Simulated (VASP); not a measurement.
# Ni (P6_3/mmc) in VASP: relaxation of cell and atoms with PBE

Aim: the relaxation of cell and atoms of Ni with PBE.

Everything below comes from runs of VASP 6.6.1. Logs are shortened: lines on timing, memory, paths and dates and some standing lists are left out, and cuts for length are marked.

### Step 1. The cell of the first run

Symmetry: P6_3/mmc, No. 194, hexagonal system. The conventional cell has a = 2.188 Å, b = 2.188 Å, c = 3.592 Å, α = 90.00°, β = 90.00°, γ = 120.00°. Ni (site symmetry -6m2) has 12 Ni at 2.19 to 2.20 Å within 2.9 Å.

This isn't the form of Ni at room conditions, which is fcc.

### Step 2. Relaxation of cell and atoms, PBE, collinear spin, ferromagnetic start, target pressure 190 GPa, at which the enthalpy is minimised

Input file INCAR:

```
SYSTEM = Ni
  ALGO = Normal
  EDIFF = 1E-6
  EDIFFG = -0.005
  ENCUT = 600
  GGA = PE
  IBRION = 2
  ISIF = 3
  ISMEAR = -1
  ISPIN = 2
  LASPH = .TRUE.
  LCHARG = .FALSE.
  LMAXMIX = 4
  LORBIT = 11
  LREAL = .FALSE.
  LWAVE = .FALSE.
  MAGMOM = 1 1
  NELM = 150
  NSW = 32
  PREC = Accurate
  PSTRESS = 1900.0
  SIGMA = 0.08
```

Input file KPOINTS:

```
k-points
0
G
  20 20 11
  0 0 0
```

Input file POSCAR:

```
Ni
1.0
    2.1880497784      0.0000000000      0.0000000000
   -1.0940248892      1.8949066929      0.0000000000
    0.0000000000      0.0000000000      3.5916387312
Ni
2
Direct
    0.3333333333      0.6666666667      0.2500000000
    0.6666666667      0.3333333333      0.7500000000
```

Potentials or basis: VASP PAW PBE potentials, release 64 (Ni).

Command:

```bash
> cat potpaw_PBE.64/Ni/POTCAR > POTCAR
> mpirun -np 1 vasp_std > vasp.out
```

OUTCAR:

```text
SYSTEM = Ni
   EDIFF = 1E-6
   EDIFFG = -0.005
   ENCUT = 600
   GGA = PE
   IBRION = 2
   ISIF = 3
   ISMEAR = -1
   ISPIN = 2
   LASPH = .TRUE.
   LORBIT = 11
   LREAL = .FALSE.
   NELM = 150
   NSW = 32
   PREC = Accurate
   PSTRESS = 1900.0

 ion  position               nearest neighbor table
   1  0.333  0.667  0.250-   2 2.20   2 2.20   2 2.20   2 2.20   2 2.20   2 2.20
   2  0.667  0.333  0.750-   1 2.20   1 2.20   1 2.20   1 2.20   1 2.20   1 2.20

  LATTYP: Found a hexagonal cell.
 ALAT       =     2.1880497784
 C/A-ratio  =     1.6414794429

  Lattice vectors:

 A1 = (   2.1880497784,   0.0000000000,   0.0000000000)
 A2 = (  -1.0940248892,   1.8949066929,   0.0000000000)
 A3 = (   0.0000000000,   0.0000000000,   3.5916387312)

Analysis of symmetry for initial positions (statically):
=====================================================================
 Subroutine PRICEL returns:
 Original cell was already a primitive cell.

 Routine SETGRP: Setting up the symmetry group for a
 hexagonal supercell.

 Subroutine GETGRP returns: Found 24 space group operations
 (whereof 12 operations were pure point group operations)
 out of a pool of 24 trial point group operations.

The static configuration has the point symmetry D_3d.
 The point group associated with its full space group is D_6h.

Analysis of symmetry for dynamics (positions and initial velocities):
=====================================================================
 Subroutine PRICEL returns:
 Original cell was already a primitive cell.

 Routine SETGRP: Setting up the symmetry group for a
 hexagonal supercell.

 Subroutine GETGRP returns: Found 24 space group operations
 (whereof 12 operations were pure point group operations)
 out of a pool of 24 trial point group operations.

The dynamic configuration has the point symmetry D_3d.
 The point group associated with its full space group is D_6h.

Analysis of structural, dynamic, and magnetic symmetry:
=====================================================================
 Subroutine PRICEL returns:
 Original cell was already a primitive cell.

 Routine SETGRP: Setting up the symmetry group for a
 hexagonal supercell.

 Subroutine GETGRP returns: Found 24 space group operations
 (whereof 12 operations were pure point group operations)
 out of a pool of 24 trial point group operations.

The overall configuration has the point symmetry D_3d.
 The point group associated with its full space group is D_6h.

 Subroutine INISYM returns: Found 24 space group operations
 (whereof 12 operations are pure point group operations),
 and found     1 'primitive' translations

----------------------------------------------------------------------------------------

                                     Primitive cell

  volume of cell :      14.8915

  direct lattice vectors                    reciprocal lattice vectors
     2.188049778  0.000000000  0.000000000     0.457027994  0.263865235  0.000000000
    -1.094024889  1.894906693  0.000000000     0.000000000  0.527730470  0.000000000
     0.000000000  0.000000000  3.591638731     0.000000000  0.000000000  0.278424439

  length of vectors
     2.188049778  2.188049778  3.591638731     0.527730470  0.527730470  0.278424439

  position of ions in fractional coordinates (direct lattice)
     0.333333333  0.666666667  0.250000000
     0.666666667  0.333333333  0.750000000

  ion indices of the primitive-cell ions
   primitive index   ion index
                 1           1
                 2           2

----------------------------------------------------------------------------------------

 KPOINTS: k-points

Automatic generation of k-mesh.
 Grid dimensions read from file:
 generate k-points for:   20   20   11

 Generating k-lattice:

  Cartesian coordinates                     Fractional coordinates (reciprocal lattice)
     0.022851400  0.013193262  0.000000000     0.050000000  0.000000000  0.000000000
     0.000000000  0.026386524  0.000000000     0.000000000  0.050000000  0.000000000
     0.000000000  0.000000000  0.025311313     0.000000000  0.000000000  0.090909091

  Length of vectors
     0.026386524  0.026386524  0.025311313

  Shift w.r.t. Gamma in fractional coordinates (k-lattice)
     0.000000000  0.000000000  0.000000000

 Subroutine IBZKPT returns following result:
 ===========================================

 Found    264 irreducible k-points:

 Following reciprocal coordinates:
            Coordinates               Weight
  0.000000  0.000000  0.000000      1.000000
  0.050000 -0.000000  0.000000      6.000000
  0.100000  0.000000  0.000000      6.000000
  0.150000  0.000000  0.000000      6.000000
  0.200000  0.000000  0.000000      6.000000
  0.250000  0.000000  0.000000      6.000000
[... 16 lines left out ...]
  0.200000  0.100000  0.000000     12.000000
  0.250000  0.100000  0.000000     12.000000
 [... further k-points ...]
   k-points           NKPTS =    264   k-points in BZ     NKDIM =    264   number of bands    NBANDS=     15
   number of dos      NEDOS =    301   number of ions     NIONS =      2
   total plane-waves  NPLWV =   9720
   dimension x,y,z NGX =    18 NGY =   18 NGZ =   30
   dimension x,y,z NGXF=    36 NGYF=   36 NGZF=   60
   ions per type =               2
   NGX,Y,Z   is equivalent  to a cutoff of  13.68, 13.68, 13.89 a.u.
   NGXF,Y,Z  is equivalent  to a cutoff of  27.35, 27.35, 27.77 a.u.
 SYSTEM =  Ni
   PREC   = accura    normal or accurate (medium, high low for compatibility)
   ISTART =      0    job   : 0-new  1-cont  2-samecut
   ICHARG =      2    charge: 1-file 2-atom 10-const
   ISPIN  =      2    spin polarized calculation?
   LNONCOLLINEAR =      F non collinear calculations
   LSORBIT =      F    spin-orbit coupling
   LASPH  =      T    aspherical Exc in radial PAW
   ENCUT  =  600.0 eV  44.10 Ry    6.64 a.u.   4.37  4.37  7.17*2*pi/ulx,y,z
   NELM   =    150;   NELMIN=  2; NELMDL= -5     # of ELM steps
   EDIFF  = 0.1E-05   stopping-criterion for ELM
   LREAL  =      F    real-space projection
   EDIFFG = -.5E-02   stopping-criterion for IOM
   NSW    =     32    number of steps for IOM
   IBRION =      2    ionic relax: 0-MD 1-quasi-New 2-CG
   NFREE  =      1    steps in history (QN), initial steepest desc. (CG)
   ISIF   =      3    stress and relaxation
   ISYM   =      2    0-nonsym 1-usesym 2-fastsym
   POTIM  = 0.5000    time-step for ionic-motion
   TEBEG  =    0.0;   TEEND  =   0.0 temperature during run
   PSTRESS= 1900.0 pullay stress
   NELECT =      20.0000    total number of electrons
   NUPDOWN=      -1.0000    fix difference up-down
   EMIN   =  10.00;   EMAX   =-10.00  energy-range for DOS
   EFERMI =   0.00;   METHOD = LEGACY
   ISMEAR =    -1;   SIGMA  =   0.08  broadening in eV -4-tet -1-fermi 0-gaus
   EFERMI_NEDOS =   21; number of points for ismear=-14 and -15
   IALGO  =     38    algorithm
   IMIX   =      4    mixing-type and parameters
     AMIX     =   0.40;   BMIX     =  1.00
     AMIX_MAG =   1.60;   BMIX_MAG =  1.00
  volume/ion in A,a.u.               =       7.45        50.25
  Fermi-wavevector in a.u.,A,eV,Ry     =   1.806227  3.413274 44.388396  3.262455
  Thomas-Fermi vector in A             =   2.865761
   LORBIT       =     11    0 simple, 1 ext, 2 COOP (PROOUT), +10 PAW based schemes
   GGA     = PE    functional components
   LHFCALC =     F    Hartree Fock is set to
   AEXX    =    0.0000 exact exchange contribution
   IVDW    =     0    specifies the selected vdW correction
   LEPSILON=     F    determine dielectric tensor
   LRPA    =     F    only Hartree local field effects (RPA)
 conjugate gradient relaxation of ions
 spin polarized calculation
  energy-cutoff  :      600.00
  volume of cell :       14.89
 maximum number of plane-waves:       525
 NGX is ok and might be reduce to    18
   NGX =  9   NGY =  9   NGZ = 15

--------------------------------------- Ionic step        1  -------------------------------------------

 number of electron      19.9999994 magnetization       1.0171983

 Free energy of the ion-electron system (eV)
  ---------------------------------------------------
  ext. energy  EPLUGINS =         0.00000000
  ---------------------------------------------------
  free energy    TOTEN  =        -8.09853545 eV

  energy without entropy =       -8.03893338  energy(sigma->0) =       -8.06873441

------------------------ aborting loop because EDIFF is reached ----------------------------------------

  FORCE on cell =-STRESS in cart. coord.  units (eV):
  Direction    XX          YY          ZZ          XY          YZ          ZX
  --------------------------------------------------------------------------------------
  -------------------------------------------------------------------------------------
  Total       17.5446431     17.5446431     17.5447251      0.0000000      0.0000000      0.0000000
  in kB     1887.6325012   1887.6325013   1887.6413199      0.0000000      0.0000000      0.0000000
  external PRESSURE =     -12.3645592 kB  Pullay stress =    1900.0000000 kB

 VOLUME and BASIS-vectors are now :
 -----------------------------------------------------------------------------
  energy-cutoff  :      600.00
  volume of cell :       14.89
      direct lattice vectors                 reciprocal lattice vectors
     2.188049778  0.000000000  0.000000000     0.457027994  0.263865235  0.000000000
    -1.094024889  1.894906693  0.000000000     0.000000000  0.527730470  0.000000000
     0.000000000  0.000000000  3.591638731     0.000000000  0.000000000  0.278424439
[... 46 lines left out ...]
  FREE ENERGIE OF THE ION-ELECTRON SYSTEM (eV)
  ---------------------------------------------------
  free  energy   TOTEN  =        -7.9499793390 eV

  energy  without entropy=       -7.8907129880  energy(sigma->0) =       -7.92034616

  enthalpy is  TOTEN    =         9.5631586849 eV   P V=       17.5131380239

--------------------------------------- Ionic step        3  -------------------------------------------

 number of electron      19.9999993 magnetization       1.0161094

 Free energy of the ion-electron system (eV)
  ---------------------------------------------------
  ext. energy  EPLUGINS =         0.00000000
  ---------------------------------------------------
  free energy    TOTEN  =        -8.07577296 eV

  energy without entropy =       -8.01621375  energy(sigma->0) =       -8.04599336

 E-fermi :  16.0418     XC(G=0): -15.6614

 val. band max:       16.0412947374   @ k =   0.1500   0.1500   0.2727
 cond. band min:      16.0423661162   @ k =   0.3000   0.3000   0.0000
 fundamental gap:      0.0010713789
 Fermi energy:        16.0417891936

 spin component 1

 k-point     1 :       0.0000    0.0000    0.0000
  band No.  band energies     occupation
      1       4.0547      1.00000
      2       8.5848      1.00000
      3      12.3408      1.00000
      4      12.4844      1.00000
      5      12.4844      1.00000
      6      12.9827      1.00000
      7      12.9827      1.00000
      8      13.7055      1.00000
      9      13.7055      1.00000
     10      14.9630      1.00000
     11      15.3732      0.99977
     12      15.3732      0.99977
     13      25.0338      0.00000
     14      41.7578      0.00000
     15      45.5443      0.00000
[... 397 lines left out ...]
 k-point    24 :       0.2500    0.1000    0.0000
  band No.  band energies     occupation
      1       7.8394      1.00000
      2       9.8781      1.00000
      3      10.2986      1.00000
      4      11.0989      1.00000
      5      12.4257      1.00000
      6      12.5195      1.00000
      7      13.1223      1.00000
      8      14.0247      1.00000
      9      14.6905      1.00000
     10      15.2993      0.99991
     11      15.5860      0.99666
     12      23.5691      0.00000
     13      25.5192      0.00000
     14      30.4255      0.00000
     15      34.7969      0.00000

 [... further k-points ...]

 spin component 2

 k-point     1 :       0.0000    0.0000    0.0000
  band No.  band energies     occupation
      1       4.0596      1.00000
      2       8.9076      1.00000
      3      12.9055      1.00000
      4      13.0231      1.00000
      5      13.0231      1.00000
      6      13.5415      1.00000
      7      13.5415      1.00000
      8      14.2537      1.00000
      9      14.2537      1.00000
     10      14.9617      1.00000
     11      15.9632      0.72760
     12      15.9632      0.72760
     13      25.4022      0.00000
     14      41.6872      0.00000
     15      45.4848      0.00000
[... 436 lines left out ...]
 POSITION                                       TOTAL-FORCE (eV/Angst)
 -----------------------------------------------------------------------------------
     -0.00000      1.26273      0.89752         0.000000      0.000000      0.000000
      1.09355      0.63136      2.69257        -0.000000     -0.000000      0.000000
 -----------------------------------------------------------------------------------
    total drift:                                0.000000     -0.000000     -0.000000

  FREE ENERGIE OF THE ION-ELECTRON SYSTEM (eV)
  ---------------------------------------------------
  free  energy   TOTEN  =        -8.0757729585 eV

  energy  without entropy=       -8.0162137550  energy(sigma->0) =       -8.04599336

  enthalpy is  TOTEN    =         9.5609828829 eV   P V=       17.6367558414

 reached required accuracy - stopping structural energy minimisation

 total charge

# of ion       s       p       d       tot
------------------------------------------
    1        0.707   0.953   8.654  10.314
    2        0.707   0.953   8.654  10.314
--------------------------------------------------
tot          1.414   1.907  17.308  20.629

 magnetization (x)

# of ion       s       p       d       tot
------------------------------------------
    1       -0.005  -0.024   0.519   0.489
    2       -0.005  -0.024   0.519   0.489
--------------------------------------------------
tot         -0.010  -0.049   1.037   0.978
```

It took 2.4 min on 1 thread of Intel Xeon 6975P-C (Granite Rapids), shared host; peak memory 0.23 GiB.

Results:

* Free energy: -8.0758 eV
* Relaxed volume: 7.44 Å³/atom
* Relaxed cell: a = 2.187 Å, b = 2.187 Å, c = 3.590 Å, α = 90.00°, β = 90.00°, γ = 120.00°
* Space group after relaxing (to 0.1 Å): P6_3/mmc (No. 194)
* Energy change on relaxing (the run minimises the enthalpy): +11.4 meV/atom
* Ionic steps: 3
* Pressure after relaxing: 190.1 GPa
* Net moment: 1.02 μB per cell
* Site moments: Ni +0.49 μB

The path:
```csv
step,energy change (eV),largest force (eV/Å),pressure (GPa),volume (Å³)
1,0.0000,0.0000,188.76,14.89
2,0.1486,0.0000,196.70,14.77
3,0.0228,0.0000,190.09,14.87
```

Final structure:
```
CELL_PARAMETERS angstrom
2.18711 0.00000 0.00000
-1.09355 1.89409 0.00000
0.00000 0.00000 3.59009
ATOMIC_POSITIONS crystal
Ni 0.33333 0.66667 0.25000
Ni 0.66667 0.33333 0.75000
```

Caveat: the cell is relaxed towards a set pressure, so the run minimises the enthalpy, not the energy.
